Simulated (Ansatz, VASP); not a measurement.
**Al: VASP beside Ansatz**

INCAR

```
PREC = Accurate
ENCUT = 600
EDIFF = 1E-6
ISMEAR = 0
SIGMA = 0.1
LREAL = False
LASPH = True
NELM = 100
ALGO = Fast
ISIF = 3
LWAVE = False
LCHARG = False
IBRION = 2
NSW = 80
EDIFFG = -0.003
```

The input KPOINTS:

```
regular mesh
0
Gamma
  34 34 34
```

Contents of POSCAR:

```
Al
1.0
    0.0000000000      2.0250000000      2.0250000000
    2.0250000000      0.0000000000      2.0250000000
    2.0250000000      2.0250000000      0.0000000000
Al
1
Direct
    0.0000000000      0.0000000000      0.0000000000
```

Input for Ansatz:

```yaml
crystal:
  lattice:
    - [0.0, 2.025, 2.025]
    - [2.025, 0.0, 2.025]
    - [2.025, 2.025, 0.0]
  atoms:
    - { symbol: Al, position: [0.0, 0.0, 0.0] }
scf:
  occupations: { method: gaussian, width: 0.1 }
output:
  forces: true
  stress: true
  eigenvalues: true
  write_density: true
  write_potential: true
  elf: true
  volumetric_format: npy
kpoints:
  mp_grid: { grid: [34, 34, 34] }
hamiltonian:
  xc: lda
relax:
  f_tol: 0.003
  max_steps: 60
  cell: { stress_tol: 0.02 }
```

Alike in both runs: task relaxation of cell and atoms; functional LDA; k mesh 34 × 34 × 34; occupations gaussian, width 0.1 eV; no spin polarisation.

|  | VASP | Ansatz |
| --- | --- | --- |
| version | VASP 6.6.1 | Ansatz 0.2.0 |
| potentials or method | VASP PAW LDA potentials, release 64 (Al) | scalar-relativistic, plane waves, PAW |
| plane-wave cutoff (eV) | 600 | 420 |
| valence electrons in the cell | 3 | 3 |

VASP gave:

* gap on the k mesh at the Fermi level, each at its own relaxed structure (eV): none
* relaxed volume (Å³/atom): 15.81
* relaxed length of the cell vector where the two differ most in proportion (Å): 2.817

Question: What did Ansatz give for the same quantities?

Answer: gap on the k mesh at the Fermi level, each at its own relaxed structure (eV): none; relaxed volume (Å³/atom): 15.79; relaxed length of the cell vector where the two differ most in proportion (Å): 2.816.

LDA's correlation is that of Perdew and Zunger in VASP and of Perdew and Wang (1992) in Ansatz. A gap of «none» marks a metal or a gap that the smearing closes.
